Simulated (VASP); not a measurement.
ZrB: single point with PBE

ZrB:

```
Zr B
1.0
     2.30493    2.30493    0.00000
    -2.30493    2.30493    0.00000
     0.00000    0.00000    5.00715
Zr B
2 2
Direct
  0.00000 0.00000 0.00000
  0.50000 0.50000 0.50000
  0.50000 0.50000 0.00000
  0.00000 0.00000 0.50000
```

This cell differs from its parent crystal: biaxial strain in the a-b plane: -6.0 %, then relaxed in part.

```yaml
Program: VASP 6.6.1
Task: single point
Functional: PBE
Potentials_or_basis: VASP PAW PBE potentials, release 64 (Zr_sv, B)
Cutoff: 520 eV
k_mesh: 12 × 12 × 10
Occupations: gaussian, width 0.1 eV
Spin: no spin polarisation
```

```yaml
Pressure: 22.4 GPa
Band_gap_on_the_k_mesh: zero (bands 15 and 16 overlap by 3.44 eV)
```

Stress tensor (GPa, compression positive):
```
33.51  0.00  0.00
 0.00 33.51  0.00
 0.00  0.00  0.10
```

Levels at points of the mesh, in eV from the Fermi level:
```
           k point  band 14  band 15  band 16  band 17  band 18  band 19
(0.00, 0.00, 0.00)     2.19     2.19     2.74     2.74     2.88     3.34
(0.50, 0.00, 0.00)    -1.38    -0.99    -0.99     4.24     4.24     5.91
(0.50, 0.50, 0.00)    -0.15     2.01     2.01     2.40     2.40     5.05
(0.00, 0.00, 0.50)    -0.01     2.03     2.03     2.03     2.03     4.45
(0.50, 0.00, 0.50)    -1.50    -1.25    -1.25     5.20     5.20     5.69
(0.50, 0.50, 0.50)    -0.68    -0.66    -0.66     4.24     4.24     4.24
```

Run time: 110 s on 1 thread of AMD EPYC 9R45 96-Core Processor (Zen 5), with other jobs on the host, peak memory 0.26 GiB.

Caveat: the cell differs from its parent crystal (biaxial strain in the a-b plane: -6.0 %, then relaxed in part); the cell stands under pressure.
